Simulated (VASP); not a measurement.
# LiReH6 (Pm-3) in VASP: notebook

LiReH6 is run at these levels: PBE; tasks: relaxation of cell and atoms, single point.

All numbers are computed with VASP 6.6.1; they aren't measurements. Logs are shortened: lines on timing, memory, paths and dates and some standing lists are left out, and cuts for length are marked.

### Step 1. The cell of the first run

Symmetry: Pm-3, No. 200, cubic system. Conventional cell: a = 3.518 Å, b = 3.518 Å, c = 3.518 Å, α = 90.00°, β = 90.00°, γ = 90.00°. Within 2.7 Å of Li (site symmetry m-3) lie 12 H at 2.01 Å. Re (site symmetry m-3) has 12 H at 1.93 Å within 2.6 Å. Within 2.1 Å of H (site symmetry mm2) lie 2 H at 1.57 to 1.95 Å and 2 Re at 1.93 Å and 2 Li at 2.01 Å.

### Step 2. Relaxation of cell and atoms, PBE

Input file INCAR:

```
SYSTEM = LiReH6
ALGO = Normal
EDIFF = 1E-7
EDIFFG = -0.04
ENCUT = 600
GGA = PE
IBRION = 2
ISIF = 3
ISMEAR = 0
LASPH = .True.
LCHARG = .False.
LREAL = .False.
LWAVE = .False.
NELM = 60
NSW = 90
PREC = Accurate
SIGMA = 0.1
```

Input file KPOINTS:

```
k-points
0
Gamma
  6 6 6
  0 0 0
```

Input file POSCAR:

```
LiReH6
1.0
    3.5176288985      0.0000000000      0.0000000000
    0.0000000000      3.5176288985      0.0000000000
    0.0000000000      0.0000000000      3.5176288985
Li Re H
1 1 6
Direct
    0.5000000000      0.5000000000      0.5000000000
    0.0000000000      0.0000000000      0.0000000000
    0.0000000000      0.5000000000      0.7774747869
    0.5000000000      0.2225252131      0.0000000000
    0.7774747869      0.0000000000      0.5000000000
    0.0000000000      0.5000000000      0.2225252131
    0.5000000000      0.7774747869      0.0000000000
    0.2225252131      0.0000000000      0.5000000000
```

Potentials or basis: VASP PAW PBE potentials, release 64 (Li_sv, Re, H).

Command:

```sh
$ cat potpaw_PBE.64/Li_sv/POTCAR potpaw_PBE.64/Re/POTCAR potpaw_PBE.64/H/POTCAR > POTCAR
$ mpirun -np 1 vasp_std > vasp.out
```

OUTCAR:

```text
SYSTEM = LiReH6
   EDIFF = 1E-7
   EDIFFG = -0.04
   ENCUT = 600
   GGA = PE
   IBRION = 2
   ISIF = 3
   ISMEAR = 0
   LASPH = .True.
   LREAL = .False.
   NELM = 60
   NSW = 90
   PREC = Accurate

 ion  position               nearest neighbor table
   1  0.500  0.500  0.500-
   2  0.000  0.000  0.000-   3 1.93   4 1.93   5 1.93   6 1.93   7 1.93   8 1.93   5 1.93   8 1.93
                             3 1.93   6 1.93   4 1.93   7 1.93
   3  0.000  0.500  0.777-   2 1.93   2 1.93
   4  0.500  0.223  0.000-   2 1.93   2 1.93
   5  0.777  0.000  0.500-   2 1.93   2 1.93
   6  0.000  0.500  0.223-   2 1.93   2 1.93
   7  0.500  0.777  0.000-   2 1.93   2 1.93
   8  0.223  0.000  0.500-   2 1.93   2 1.93

  LATTYP: Found a simple cubic cell.
 ALAT       =     3.5176288985

  Lattice vectors:

 A1 = (   3.5176288985,   0.0000000000,   0.0000000000)
 A2 = (   0.0000000000,   3.5176288985,   0.0000000000)
 A3 = (   0.0000000000,   0.0000000000,   3.5176288985)

Analysis of symmetry for initial positions (statically):
=====================================================================
 Subroutine PRICEL returns:
 Original cell was already a primitive cell.

 Routine SETGRP: Setting up the symmetry group for a
 simple cubic supercell.

 Subroutine GETGRP returns: Found 24 space group operations
 (whereof 24 operations were pure point group operations)
 out of a pool of 48 trial point group operations.

The static configuration has the point symmetry T_h .

Analysis of symmetry for dynamics (positions and initial velocities):
=====================================================================
 Subroutine PRICEL returns:
 Original cell was already a primitive cell.

 Routine SETGRP: Setting up the symmetry group for a
 simple cubic supercell.

 Subroutine GETGRP returns: Found 24 space group operations
 (whereof 24 operations were pure point group operations)
 out of a pool of 48 trial point group operations.

The dynamic configuration has the point symmetry T_h .

 Subroutine INISYM returns: Found 24 space group operations
 (whereof 24 operations are pure point group operations),
 and found     1 'primitive' translations

----------------------------------------------------------------------------------------

                                     Primitive cell

  volume of cell :      43.5261

  direct lattice vectors                    reciprocal lattice vectors
     3.517628898  0.000000000  0.000000000     0.284282404  0.000000000  0.000000000
     0.000000000  3.517628898  0.000000000     0.000000000  0.284282404  0.000000000
     0.000000000  0.000000000  3.517628898     0.000000000  0.000000000  0.284282404

  length of vectors
     3.517628898  3.517628898  3.517628898     0.284282404  0.284282404  0.284282404

  position of ions in fractional coordinates (direct lattice)
     0.500000000  0.500000000  0.500000000
     0.000000000  0.000000000  0.000000000
     0.000000000  0.500000000  0.777474787
     0.500000000  0.222525213  0.000000000
     0.777474787  0.000000000  0.500000000
     0.000000000  0.500000000  0.222525213
     0.500000000  0.777474787  0.000000000
     0.222525213  0.000000000  0.500000000

  ion indices of the primitive-cell ions
   primitive index   ion index
                 1           1
                 2           2
                 3           3
                 4           4
                 5           5
                 6           6
                 7           7
                 8           8

----------------------------------------------------------------------------------------

 KPOINTS: k-points

Automatic generation of k-mesh.
 Grid dimensions read from file:
 generate k-points for:    6    6    6

 Generating k-lattice:

  Cartesian coordinates                     Fractional coordinates (reciprocal lattice)
     0.047380401  0.000000000  0.000000000     0.166666667  0.000000000  0.000000000
     0.000000000  0.047380401  0.000000000     0.000000000  0.166666667  0.000000000
     0.000000000  0.000000000  0.047380401     0.000000000  0.000000000  0.166666667

  Length of vectors
     0.047380401  0.047380401  0.047380401

  Shift w.r.t. Gamma in fractional coordinates (k-lattice)
     0.000000000  0.000000000  0.000000000

 Subroutine IBZKPT returns following result:
 ===========================================

 Found     24 irreducible k-points:

 Following reciprocal coordinates:
            Coordinates               Weight
  0.000000  0.000000  0.000000      1.000000
  0.166667  0.000000  0.000000      6.000000
  0.333333  0.000000  0.000000      6.000000
  0.500000  0.000000  0.000000      3.000000
  0.166667  0.166667  0.000000     12.000000
  0.333333  0.166667  0.000000     12.000000
[... 16 lines left out ...]
  0.500000  0.500000  0.333333      6.000000
  0.500000  0.500000  0.500000      1.000000
   k-points           NKPTS =     24   k-points in BZ     NKDIM =     24   number of bands    NBANDS=     13
   number of dos      NEDOS =    301   number of ions     NIONS =      8
   total plane-waves  NPLWV =  21952
   dimension x,y,z NGX =    28 NGY =   28 NGZ =   28
   dimension x,y,z NGXF=    56 NGYF=   56 NGZF=   56
   ions per type =               1   1   6
   NGX,Y,Z   is equivalent  to a cutoff of  13.23, 13.23, 13.23 a.u.
   NGXF,Y,Z  is equivalent  to a cutoff of  26.47, 26.47, 26.47 a.u.
 SYSTEM =  LiReH6
   PREC   = accura    normal or accurate (medium, high low for compatibility)
   ISTART =      0    job   : 0-new  1-cont  2-samecut
   ICHARG =      2    charge: 1-file 2-atom 10-const
   ISPIN  =      1    spin polarized calculation?
   LNONCOLLINEAR =      F non collinear calculations
   LSORBIT =      F    spin-orbit coupling
   LASPH  =      T    aspherical Exc in radial PAW
   ENCUT  =  600.0 eV  44.10 Ry    6.64 a.u.   7.03  7.03  7.03*2*pi/ulx,y,z
   NELM   =     60;   NELMIN=  2; NELMDL= -5     # of ELM steps
   EDIFF  = 0.1E-06   stopping-criterion for ELM
   LREAL  =      F    real-space projection
   EDIFFG = -.4E-01   stopping-criterion for IOM
   NSW    =     90    number of steps for IOM
   IBRION =      2    ionic relax: 0-MD 1-quasi-New 2-CG
   NFREE  =      1    steps in history (QN), initial steepest desc. (CG)
   ISIF   =      3    stress and relaxation
   ISYM   =      2    0-nonsym 1-usesym 2-fastsym
   POTIM  = 0.5000    time-step for ionic-motion
   TEBEG  =    0.0;   TEEND  =   0.0 temperature during run
   PSTRESS=    0.0 pullay stress
   NELECT =      16.0000    total number of electrons
   NUPDOWN=      -1.0000    fix difference up-down
   EMIN   =  10.00;   EMAX   =-10.00  energy-range for DOS
   EFERMI =   0.00;   METHOD = LEGACY
   ISMEAR =     0;   SIGMA  =   0.10  broadening in eV -4-tet -1-fermi 0-gaus
   EFERMI_NEDOS =   21; number of points for ismear=-14 and -15
   IALGO  =     38    algorithm
   IMIX   =      4    mixing-type and parameters
     AMIX     =   0.40;   BMIX     =  1.00
     AMIX_MAG =   1.60;   BMIX_MAG =  1.00
  volume/ion in A,a.u.               =       5.44        36.72
  Fermi-wavevector in a.u.,A,eV,Ry     =   1.172730  2.216139 18.712042  1.375296
  Thomas-Fermi vector in A             =   2.309154
   LORBIT       =      0    0 simple, 1 ext, 2 COOP (PROOUT), +10 PAW based schemes
   GGA     = PE    functional components
   LHFCALC =     F    Hartree Fock is set to
   AEXX    =    0.0000 exact exchange contribution
   IVDW    =     0    specifies the selected vdW correction
   LEPSILON=     F    determine dielectric tensor
   LRPA    =     F    only Hartree local field effects (RPA)
 conjugate gradient relaxation of ions
 non-spin polarized calculation
 Gauss-broadening in eV      SIGMA  =   0.10
  energy-cutoff  :      600.00
  volume of cell :       43.53
 maximum number of plane-waves:      1472
   NGX = 15   NGY = 15   NGZ = 15

--------------------------------------- Ionic step        1  -------------------------------------------

 number of electron      16.0000012 magnetization

 Free energy of the ion-electron system (eV)
  ---------------------------------------------------
  ext. energy  EPLUGINS =         0.00000000
  ---------------------------------------------------
  free energy    TOTEN  =       -32.10461382 eV

  energy without entropy =      -32.09129702  energy(sigma->0) =      -32.09795542

------------------------ aborting loop because EDIFF is reached ----------------------------------------

  FORCE on cell =-STRESS in cart. coord.  units (eV):
  Direction    XX          YY          ZZ          XY          YZ          ZX
  --------------------------------------------------------------------------------------
  -------------------------------------------------------------------------------------
  Total        0.4155194      0.4155194      0.4155194     -0.0000000      0.0000000     -0.0000000
  in kB       15.2950838     15.2950838     15.2950838     -0.0000000      0.0000000     -0.0000000
  external PRESSURE =      15.2950838 kB  Pullay stress =       0.0000000 kB
[... 111 lines left out ...]
  energy  without entropy=      -32.0957670143  energy(sigma->0) =      -32.10296674

--------------------------------------- Ionic step        4  -------------------------------------------

 number of electron      16.0000013 magnetization

 Free energy of the ion-electron system (eV)
  ---------------------------------------------------
  ext. energy  EPLUGINS =         0.00000000
  ---------------------------------------------------
  free energy    TOTEN  =       -32.11187732 eV

  energy without entropy =      -32.09721473  energy(sigma->0) =      -32.10454603

 E-fermi :   4.7476     XC(G=0): -11.1342

 val. band max:        4.7469659205   @ k =  -0.1667   0.3333   0.0000
 cond. band min:       4.7490243946   @ k =   0.3333   0.0000   0.0000
 fundamental gap:      0.0020584741
 Fermi energy:         4.7476050290

 k-point     1 :       0.0000    0.0000    0.0000
  band No.  band energies     occupation
      1     -41.7471      2.00000
      2      -7.9425      2.00000
      3      -3.0379      2.00000
      4      -3.0379      2.00000
      5       3.7067      2.00000
      6       3.7067      2.00000
      7       3.7067      2.00000
      8       3.8425      2.00000
      9       3.8425      2.00000
     10       3.8425      2.00000
     11       9.9356      0.00000
     12       9.9356      0.00000
     13      12.2886      0.00000
[... 401 lines left out ...]
  FREE ENERGIE OF THE ION-ELECTRON SYSTEM (eV)
  ---------------------------------------------------
  free  energy   TOTEN  =       -32.1118773203 eV

  energy  without entropy=      -32.0972147317  energy(sigma->0) =      -32.10454603

 reached required accuracy - stopping structural energy minimisation
```

Wall time 58 s (1 thread of Intel Xeon Platinum 8259CL at 2.50GHz (Skylake/Cascade Lake), shared host); peak memory 0.17 GiB.

What came out:

```
Free energy                            : -32.1119 eV
Relaxed volume                         : 5.54 Å³/atom
Relaxed cell                           : a = 3.539 Å, b = 3.539 Å, c = 3.539 Å, α = 90.00°, β = 90.00°, γ = 90.00°
Space group after relaxing (to 0.05 Å) : Pm-3 (No. 200)
Energy gained by relaxing              : 0.9 meV/atom
Ionic steps                            : 4
Pressure after relaxing                : -0.4 GPa
Largest force after relaxing           : 0.024 eV/Å
Band gap on the k mesh                 : zero (band 8 reaches 5.54 eV, above the bottom of band 9 at 3.84 eV)
```

Forces on the atoms (eV/Å):
```
Li   0.000  0.000  0.000
Re   0.000  0.000  0.000
H    0.000  0.000  0.024
H    0.000 -0.024  0.000
H    0.024  0.000  0.000
H    0.000  0.000 -0.024
H    0.000  0.024  0.000
H   -0.024  0.000  0.000
```

Step by step:
| step | energy change (eV) | largest force (eV/Å) | pressure (GPa) | volume (Å³) |
| --- | --- | --- | --- | --- |
| 1 | 0.0000 | 0.0750 | 1.53 | 43.53 |
| 2 | -0.0037 | 0.0702 | 0.58 | 43.85 |
| 3 | -0.0056 | 0.0643 | -0.77 | 44.34 |
| 4 | -0.0073 | 0.0236 | -0.35 | 44.32 |

Final structure:
```
CELL_PARAMETERS angstrom
3.53897 0.00000 0.00000
0.00000 3.53897 0.00000
0.00000 0.00000 3.53897
ATOMIC_POSITIONS crystal
Li 0.50000 0.50000 0.50000
Re 0.00000 0.00000 0.00000
H 0.00000 0.50000 0.78177
H 0.50000 0.21823 0.00000
H 0.78177 0.00000 0.50000
H 0.00000 0.50000 0.21823
H 0.50000 0.78177 0.00000
H 0.21823 0.00000 0.50000
```

Caveat: the cutoff is under 1.25 times the usual one of these potentials, so pressure, stress and relaxed cells hold a basis-set (Pulay) error; spin-orbit coupling is left out, which moves the levels of the heavy elements.

### Step 3. Single point, PBE

This run uses another cell than the first one, of 5.51 Å³/atom, 1.013 times its volume.

Input file INCAR:

```
SYSTEM = LiReH6
ALGO = Normal
EDIFF = 1E-6
ENCUT = 520
GGA = PE
ISIF = 2
ISMEAR = 0
LASPH = .TRUE.
LCHARG = .TRUE.
LELF = .TRUE.
LREAL = .FALSE.
LVHAR = .TRUE.
LWAVE = .FALSE.
NBANDS = 18
NELM = 60
PREC = Accurate
SIGMA = 0.1
```

Input file KPOINTS:

```
k-points
0
G
  10 10 10
  0 0 0
```

Input file POSCAR:

```
LiReH6
1.0
    3.5323706365      0.0000000000      0.0000000000
    0.0000000000      3.5323706365      0.0000000000
    0.0000000000      0.0000000000      3.5323706365
Li Re H
1 1 6
Direct
    0.5000000000      0.5000000000      0.5000000000
    0.0000000000      0.0000000000      0.0000000000
    0.0000000000      0.5000000000      0.7810738733
    0.5000000000      0.2189261267      0.0000000000
    0.7810738733      0.0000000000      0.5000000000
    0.0000000000      0.5000000000      0.2189261267
    0.5000000000      0.7810738733      0.0000000000
    0.2189261267      0.0000000000      0.5000000000
```

Potentials or basis: VASP PAW PBE potentials, release 64 (Li_sv, Re, H).

Command:

```sh
$ cat potpaw_PBE.64/Li_sv/POTCAR potpaw_PBE.64/Re/POTCAR potpaw_PBE.64/H/POTCAR > POTCAR
$ mpirun -np 1 vasp_std > vasp.out
```

It took 60 s on 1 thread of Intel Xeon Platinum 8259CL at 2.50GHz (Skylake/Cascade Lake), shared host; peak memory 0.19 GiB.

Results (log left out):

```yaml
Free_energy: -32.0280 eV
Band_gap_on_the_k_mesh: zero (band 8 reaches 5.85 eV, above the bottom of band 9 at 3.87 eV)
```

Levels at points of the mesh, in eV from the Fermi level:
| k point | band 5 | band 6 | band 7 | band 8 | band 9 | band 10 | band 11 | band 12 |
| --- | --- | --- | --- | --- | --- | --- | --- | --- |
| (0.00, 0.00, 0.00) | -1.03 | -1.03 | -1.03 | -0.92 | -0.92 | -0.92 | 5.20 | 5.20 |
| (0.50, 0.00, 0.00) | -4.43 | -2.44 | -1.09 | -0.90 | -0.42 | 0.17 | 6.03 | 6.27 |
| (0.50, 0.50, 0.00) | -7.00 | -4.08 | -2.04 | -0.44 | -0.33 | 0.09 | 4.38 | 6.73 |
| (0.50, 0.50, 0.50) | -5.50 | -5.50 | -5.50 | -0.32 | -0.32 | 1.26 | 4.19 | 4.19 |

Caveat: the cutoff is under 1.25 times the usual one of these potentials, so pressure, stress and relaxed cells hold a basis-set (Pulay) error; spin-orbit coupling is left out, which moves the levels of the heavy elements.

[end of part 1 of 2]
